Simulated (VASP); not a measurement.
# Nb in VASP: settings compared

Aim: see how the results for Nb move with the level of theory and the settings. Levels: PBE, revPBE+D3(BJ), PBE+D3(BJ). Tasks: single point.

Program: VASP 6.6.1. These are calculated values, not measurements. Logs are shortened: lines on timing, memory, paths and dates and some standing lists are left out, and cuts for length are marked.

## 1. The cell of the first run

The typed cell holds 1 atom: a = 2.875 Å, b = 2.835 Å, c = 2.940 Å, α = 109.95°, β = 108.93°, γ = 109.60°.

## 2. Single point, PBE (the cell strained at random)

Input file INCAR:

```
PREC     = Accurate       # precision mode
ENCUT    = 520            # plane-wave cutoff, eV
EDIFF    = 1E-6           # SCF threshold, eV
ISMEAR   = -1             # smearing method
SIGMA    = 0.05           # smearing width, eV
LREAL    = False          # projectors in reciprocal space
LASPH    = True           # aspherical terms in the spheres
NELM     = 100            # most SCF steps
ALGO     = Fast           # electronic algorithm
ISIF     = 2              # what is computed and relaxed
LWAVE    = False          # write WAVECAR
LCHARG   = False          # write CHGCAR
GGA      = PE             # functional
NBANDS   = 12             # bands
```

Input file KPOINTS:

```
Automatic mesh
0
Gamma
  11 11 11
```

Input file POSCAR:

```
Nb
1.0
   -1.6548140000      1.6618910000      1.6630990000
    1.6118880000     -1.6697760000      1.6280580000
    1.7028480000      1.7178090000     -1.6709840000
Nb
1
Direct
   -0.0028920000     -0.0076530000      0.0052760000
```

Potentials or basis: VASP PAW PBE potentials, release 64 (Nb_sv).

Started as:

```console
$ cat potpaw_PBE.64/Nb_sv/POTCAR > POTCAR
$ mpirun -np 1 vasp_std > vasp.out
```

OUTCAR:

```text
PREC = Accurate
   ENCUT = 520
   EDIFF = 1E-6
   ISMEAR = -1
   LREAL = False
   LASPH = True
   NELM = 100
   ISIF = 2
   GGA = PE

 ion  position               nearest neighbor table
   1  0.997  0.992  0.005-

  LATTYP: Found a triclinic cell.
 ALAT       =     2.8816907679
 B/A-ratio  =     1.5999531274
 C/A-ratio  =     0.9977122386
 COS(alpha) =     0.0041200201
 COS(beta)  =     0.3366692612
 COS(gamma) =     0.8100333618

  Lattice vectors:

 A1 = (  -1.6599220000,  -1.7099240000,  -1.6201730000)
 A2 = (  -3.2718100000,  -0.0401480000,  -3.2482310000)
 A3 = (   1.6548140000,  -1.6618910000,  -1.6630990000)

Analysis of symmetry for initial positions (statically):
=====================================================================
 Subroutine PRICEL returns:
 Original cell was already a primitive cell.

 Routine SETGRP: Setting up the symmetry group for a
 triclinic supercell.

 Subroutine GETGRP returns: Found  2 space group operations
 (whereof  1 operations were pure point group operations)
 out of a pool of  2 trial point group operations.

The static configuration has the point symmetry C_1 .
 The point group associated with its full space group is S_2 .

Analysis of symmetry for dynamics (positions and initial velocities):
=====================================================================
 Subroutine PRICEL returns:
 Original cell was already a primitive cell.

 Routine SETGRP: Setting up the symmetry group for a
 triclinic supercell.

 Subroutine GETGRP returns: Found  2 space group operations
 (whereof  1 operations were pure point group operations)
 out of a pool of  2 trial point group operations.

The dynamic configuration has the point symmetry C_1 .
 The point group associated with its full space group is S_2 .

 Subroutine INISYM returns: Found  2 space group operations
 (whereof  1 operations are pure point group operations),
 and found     1 'primitive' translations

----------------------------------------------------------------------------------------

                                     Primitive cell

  volume of cell :      18.4281

  direct lattice vectors                    reciprocal lattice vectors
    -1.654814000  1.661891000  1.663099000    -0.000354008  0.296599812  0.304550495
     1.611888000 -1.669776000  1.628058000     0.305722035 -0.003626909  0.307823305
     1.702848000  1.717809000 -1.670984000     0.297515987  0.291666486  0.004579229

  length of vectors
     2.875098147  2.834944032  2.939854860     0.425114782  0.433859775  0.416660618

  position of ions in fractional coordinates (direct lattice)
     0.997108000  0.992347000  0.005276000

  ion indices of the primitive-cell ions
   primitive index   ion index
                 1           1

----------------------------------------------------------------------------------------

 KPOINTS: Automatic mesh

Automatic generation of k-mesh.
 Grid dimensions read from file:
 generate k-points for:   11   11   11

 Generating k-lattice:

  Cartesian coordinates                     Fractional coordinates (reciprocal lattice)
    -0.000032183  0.026963619  0.027686409     0.090909091  0.000000000 -0.000000000
     0.027792912 -0.000329719  0.027983937     0.000000000  0.090909091  0.000000000
     0.027046908  0.026515135  0.000416294    -0.000000000 -0.000000000  0.090909091

  Length of vectors
     0.038646798  0.039441798  0.037878238

  Shift w.r.t. Gamma in fractional coordinates (k-lattice)
     0.000000000  0.000000000  0.000000000

 Subroutine IBZKPT returns following result:
 ===========================================

 Found    666 irreducible k-points:

 Following reciprocal coordinates:
            Coordinates               Weight
  0.000000  0.000000  0.000000      1.000000
  0.090909  0.000000  0.000000      2.000000
  0.181818  0.000000 -0.000000      2.000000
  0.272727 -0.000000  0.000000      2.000000
  0.363636  0.000000 -0.000000      2.000000
  0.454545 -0.000000  0.000000      2.000000
[... 16 lines left out ...]
  0.454545  0.181818  0.000000      2.000000
 -0.454545  0.181818  0.000000      2.000000
 [... further k-points ...]
   k-points           NKPTS =    666   k-points in BZ     NKDIM =    666   number of bands    NBANDS=     12
   number of dos      NEDOS =    301   number of ions     NIONS =      1
   total plane-waves  NPLWV =  13824
   dimension x,y,z NGX =    24 NGY =   24 NGZ =   24
   dimension x,y,z NGXF=    48 NGYF=   48 NGZF=   48
   ions per type =               1
   NGX,Y,Z   is equivalent  to a cutoff of  13.88, 14.07, 13.57 a.u.
   NGXF,Y,Z  is equivalent  to a cutoff of  27.75, 28.15, 27.14 a.u.
 SYSTEM =  unknown system
   PREC   = accura    normal or accurate (medium, high low for compatibility)
   ISTART =      0    job   : 0-new  1-cont  2-samecut
   ICHARG =      2    charge: 1-file 2-atom 10-const
   ISPIN  =      1    spin polarized calculation?
   LNONCOLLINEAR =      F non collinear calculations
   LSORBIT =      F    spin-orbit coupling
   LASPH  =      T    aspherical Exc in radial PAW
   ENCUT  =  520.0 eV  38.22 Ry    6.18 a.u.   5.35  5.27  5.47*2*pi/ulx,y,z
   NELM   =    100;   NELMIN=  2; NELMDL= -5     # of ELM steps
   EDIFF  = 0.1E-05   stopping-criterion for ELM
   LREAL  =      F    real-space projection
   EDIFFG = 0.1E-04   stopping-criterion for IOM
   NSW    =      0    number of steps for IOM
   IBRION =     -1    ionic relax: 0-MD 1-quasi-New 2-CG
   NFREE  =      0    steps in history (QN), initial steepest desc. (CG)
   ISIF   =      2    stress and relaxation
   ISYM   =      2    0-nonsym 1-usesym 2-fastsym
   POTIM  = 0.5000    time-step for ionic-motion
   TEBEG  =    0.0;   TEEND  =   0.0 temperature during run
   PSTRESS=    0.0 pullay stress
   NELECT =      13.0000    total number of electrons
   NUPDOWN=      -1.0000    fix difference up-down
   EMIN   =  10.00;   EMAX   =-10.00  energy-range for DOS
   EFERMI =   0.00;   METHOD = LEGACY
   ISMEAR =    -1;   SIGMA  =   0.05  broadening in eV -4-tet -1-fermi 0-gaus
   EFERMI_NEDOS =   21; number of points for ismear=-14 and -15
   IALGO  =     68    algorithm
   IMIX   =      4    mixing-type and parameters
     AMIX     =   0.40;   BMIX     =  1.00
     AMIX_MAG =   1.60;   BMIX_MAG =  1.00
  volume/ion in A,a.u.               =      18.43       124.36
  Fermi-wavevector in a.u.,A,eV,Ry     =   1.457345  2.753982 28.896789  2.123854
  Thomas-Fermi vector in A             =   2.574157
   LORBIT       =      0    0 simple, 1 ext, 2 COOP (PROOUT), +10 PAW based schemes
   GGA     = PE    functional components
   LHFCALC =     F    Hartree Fock is set to
   AEXX    =    0.0000 exact exchange contribution
   IVDW    =     0    specifies the selected vdW correction
   LEPSILON=     F    determine dielectric tensor
   LRPA    =     F    only Hartree local field effects (RPA)
 non-spin polarized calculation
 RMM-DIIS sequential band-by-band and
  energy-cutoff  :      520.00
  volume of cell :       18.43
 maximum number of plane-waves:       508
 NGX is ok and might be reduce to    24
   NGX = 11   NGY = 11   NGZ = 11

 number of electron      13.0000000 magnetization

 Free energy of the ion-electron system (eV)
  ---------------------------------------------------
  ext. energy  EPLUGINS =         0.00000000
  ---------------------------------------------------
  free energy    TOTEN  =       -10.21017635 eV

  energy without entropy =      -10.19584002  energy(sigma->0) =      -10.20300819

 E-fermi :  10.8391     XC(G=0): -12.3820

 val. band max:       10.8375166981   @ k =   0.0000  -0.0000   0.0909
 cond. band min:      10.8392786027   @ k =  -0.3636   0.2727   0.0909
 fundamental gap:      0.0017619047
 Fermi energy:        10.8391158518

 k-point     1 :       0.0000    0.0000    0.0000
  band No.  band energies     occupation
      1     -43.5416      2.00000
      2     -18.9477      2.00000
      3     -18.8790      2.00000
      4     -18.8216      2.00000
      5       4.9610      2.00000
      6      10.9296      0.28153
      7      11.1862      0.00193
      8      11.5573      0.00000
      9      13.9186      0.00000
     10      14.2617      0.00000
     11      24.6428      0.00000
     12      25.0146      0.00000

 k-point     2 :       0.0909    0.0000    0.0000
  band No.  band energies     occupation
      1     -43.5241      2.00000
      2     -18.9880      2.00000
      3     -18.9665      2.00000
      4     -18.8355      2.00000
      5       5.2895      2.00000
      6      10.8605      0.78930
      7      11.3132      0.00015
      8      11.5643      0.00000
      9      13.7075      0.00000
     10      14.1861      0.00000
     11      25.1372      0.00000
     12      25.4865      0.00000

 k-point     3 :       0.1818    0.0000   -0.0000
  band No.  band energies     occupation
      1     -43.4766      2.00000
      2     -19.2709      2.00000
      3     -19.0351      2.00000
      4     -18.8566      2.00000
      5       6.1509      2.00000
      6      10.5385      1.99511
      7      10.9560      0.17603
      8      12.4273      0.00000
      9      13.4328      0.00000
     10      14.1770      0.00000
     11      25.5067      0.00000
     12      26.8608      0.00000
[... 286 lines left out ...]
 k-point    23 :       0.4545    0.1818    0.0000
  band No.  band energies     occupation
      1     -43.2992      2.00000
      2     -20.0054      2.00000
      3     -19.4014      2.00000
      4     -19.0556      2.00000
      5       8.1064      2.00000
      6       9.6160      2.00000
      7      11.1808      0.00215
      8      13.7024      0.00000
      9      14.8623      0.00000
     10      18.6114      0.00000
     11      22.0393      0.00000
     12      24.0577      0.00000

 k-point    24 :      -0.4545    0.1818    0.0000
  band No.  band energies     occupation
      1     -43.3291      2.00000
      2     -19.9012      2.00000
      3     -19.3001      2.00000
      4     -19.0462      2.00000
      5       8.2069      2.00000
      6       9.7070      2.00000
      7      10.5817      1.98844
      8      13.4313      0.00000
      9      14.5487      0.00000
     10      17.0835      0.00000
     11      23.5283      0.00000
     12      25.2185      0.00000

 [... further k-points ...]

------------------------ aborting loop because EDIFF is reached ----------------------------------------

  FORCE on cell =-STRESS in cart. coord.  units (eV):
  Direction    XX          YY          ZZ          XY          YZ          ZX
  --------------------------------------------------------------------------------------
  -------------------------------------------------------------------------------------
  Total       -0.2330819     -0.4443664     -0.1580128     -0.0823116      0.0236268      0.0503878
  in kB      -20.2646155    -38.6341135    -13.7379521     -7.1563373      2.0541620      4.3808194
  external PRESSURE =     -24.2122270 kB  Pullay stress =       0.0000000 kB

 VOLUME and BASIS-vectors are now :
 -----------------------------------------------------------------------------
  energy-cutoff  :      520.00
  volume of cell :       18.43
      direct lattice vectors                 reciprocal lattice vectors
    -1.654814000  1.661891000  1.663099000    -0.000354008  0.296599812  0.304550495
     1.611888000 -1.669776000  1.628058000     0.305722035 -0.003626909  0.307823305
     1.702848000  1.717809000 -1.670984000     0.297515987  0.291666486  0.004579229

 POSITION                                       TOTAL-FORCE (eV/Angst)
 -----------------------------------------------------------------------------------
     -0.04149      0.00915      3.26507        -0.000000      0.000000      0.000000
 -----------------------------------------------------------------------------------
    total drift:                               -0.000004     -0.000001     -0.000000

  FREE ENERGIE OF THE ION-ELECTRON SYSTEM (eV)
  ---------------------------------------------------
  free  energy   TOTEN  =       -10.2101763530 eV

  energy  without entropy=      -10.1958400199  energy(sigma->0) =      -10.20300819
```

Run time: 2.6 min. Hardware: 1 thread of Intel Xeon 6975P-C (Granite Rapids), shared host; peak memory 0.25 GiB.

What came out:

- Free energy: -10.2102 eV
- Pressure: -2.4 GPa

Levels at points of the mesh, in eV from the Fermi level:
| k point | band 3 | band 4 | band 5 | band 6 | band 7 | band 8 | band 9 | band 10 | band 11 | band 12 |
| --- | --- | --- | --- | --- | --- | --- | --- | --- | --- | --- |
| (0.00, 0.00, 0.00) | -29.72 | -29.66 | -5.88 | 0.09 | 0.35 | 0.72 | 3.08 | 3.42 | 13.80 | 14.18 |

Caveat: the cell differs from its parent crystal (the cell strained at random).

## 3. Single point, revPBE+D3(BJ), collinear spin, zero start

Input file INCAR:

```
ALGO     = Normal         # electronic algorithm
EDIFF    = 1E-6           # SCF threshold, eV
ENCUT    = 520            # plane-wave cutoff, eV
GGA      = RE             # functional
ISIF     = 2              # what is computed and relaxed
ISMEAR   = 0              # smearing method
ISPIN    = 2              # spin polarisation
IVDW     = 12             # dispersion correction
LASPH    = T              # aspherical terms in the spheres
LCHARG   = F              # write CHGCAR
LMAXMIX  = 4              # l up to which the mixer works
LORBIT   = 11             # projections on sites
LREAL    = F              # projectors in reciprocal space
LWAVE    = F              # write WAVECAR
MAGMOM   = 0              # initial moments
NBANDS   = 16             # bands
NELM     = 150            # most SCF steps
PREC     = Accurate       # precision mode
SIGMA    = 0.15           # smearing width, eV
```

Input file KPOINTS:

```
k-points
0
Gamma
  11 11 11
```

Input file POSCAR:

```
Nb
1.0
   -1.6639500000      1.6639500000      1.6639500000
    1.6639500000     -1.6639500000      1.6639500000
    1.6639500000      1.6639500000     -1.6639500000
Nb
1
Direct
    0.0000000000      0.0000000000      0.0000000000
```

Potentials or basis: VASP PAW PBE potentials, release 64 (Nb_sv).

Started as:

```console
$ cat potpaw_PBE.64/Nb_sv/POTCAR > POTCAR
$ mpirun -np 1 vasp_std > vasp.out
```

Run time: 44 s. Hardware: 1 thread of Intel Xeon 8259CL, shared host; peak memory 0.17 GiB.

The run converged. Its results:

| Item | Value |
| --- | --- |
| Free energy | -11.1332 eV |
| Pressure | -12.5 GPa |
| Net moment | 0.00 μB per cell |
| Valence electrons inside the program's atomic spheres | Nb 10.69 |
| Dispersion energy per atom | -1.322 eV |

Levels at points of the mesh, in eV from the Fermi level:
Spin up:
```tsv
k point	band 4	band 5	band 6	band 7	band 8	band 9
(0.00, 0.00, 0.00)	-29.74	-5.87	0.40	0.40	0.40	3.24
```
Spin down:
```tsv
k point	band 4	band 5	band 6	band 7	band 8	band 9
(0.00, 0.00, 0.00)	-29.74	-5.87	0.40	0.40	0.40	3.24
```

Caveat: three body term missing; the PAW data sets were made with another functional, which shifts forces and pressure a little; pairwise dispersion overbinds metals, which lowers pressure and volume.

## 4. Single point, PBE+D3(BJ) (the cell strained at random)

Input file INCAR:

```
SYSTEM = Nb
  PREC = Accurate
  ENCUT = 520
  EDIFF = 1E-6
  ISMEAR = 1
  SIGMA = 0.01
  LREAL = .False.
  LASPH = .True.
  NELM = 100
  ALGO = Normal
  ISIF = 2
  LWAVE = .False.
  LCHARG = .False.
  GGA = PE
  IVDW = 12
  NBANDS = 12
```

Input file KPOINTS:

```
Automatic mesh
0
Gamma
  7 7 7
  0 0 0
```

Input file POSCAR:

```
Nb
1.0
   -1.6720530000      1.6867330000      1.6573840000
    1.6481520000     -1.7137440000      1.6604940000
    1.6451810000      1.6868730000     -1.6843950000
Nb
1
Direct
   -0.0170860000     -0.0037990000     -0.0094650000
```

Started as:

```console
$ cat potpaw_PBE.64/Nb_sv/POTCAR > POTCAR
$ mpirun -np 1 vasp_std > vasp.out
```

It took 50 s on 1 thread of Intel Xeon 8259CL, shared host; peak memory 0.17 GiB.

Results (log left out):

```yaml
Free_energy: -10.9106 eV
Pressure: -8.8 GPa
Dispersion_energy_per_atom: -0.718 eV
```

Stress tensor (GPa, compression positive):
```
 -9.06  -2.13  -1.92
 -2.13 -10.09  -1.04
 -1.92  -1.04  -7.35
```

Levels at points of the mesh, in eV from the Fermi level:
```
           k point  band 4  band 5  band 6  band 7  band 8  band 9  band 10  band 11
(0.00, 0.00, 0.00)  -29.65   -5.82    0.18    0.49    0.66    3.14     3.44    13.92
```

Caveat: the k points lie up to 0.39 Å⁻¹ apart; the cell differs from its parent crystal (the cell strained at random); three body term missing; pairwise dispersion overbinds metals, which lowers pressure and volume.

## 5. The runs side by side

| level | spin | cell | k mesh | smearing | gap on the mesh (eV) | pressure (GPa) |
| --- | --- | --- | --- | --- | --- | --- |
| PBE | off | a = 2.875, b = 2.835, c = 2.940 Å, angles 110.0, 108.9, 109.6°, 1 atom | 11 × 11 × 11 | fermi-dirac 0.05 eV | none | -2.4 |
| revPBE+D3(BJ) | collinear, zero start | a = 2.882 Å, angles 109.5°, 1 atom | 11 × 11 × 11 | gaussian 0.15 eV | none | -12.5 |
| PBE+D3(BJ) | off | a = 2.896, b = 2.900 Å, angles 110.8, 108.8, 110.2°, 1 atom | 7 × 7 × 7 | methfessel-paxton 0.01 eV | none | -8.8 |

Alike in all rows: task single point; potentials or basis VASP PAW PBE potentials, release 64 (Nb_sv); cutoff (eV) 520.

Caveats: some runs use coarse meshes; three body term missing (some runs); pairwise dispersion overbinds metals, which lowers pressure and volume (some runs); the PAW data sets were made with another functional, which shifts forces and pressure a little (some runs).

Absolute energies hang on the potentials; compare differences alone.
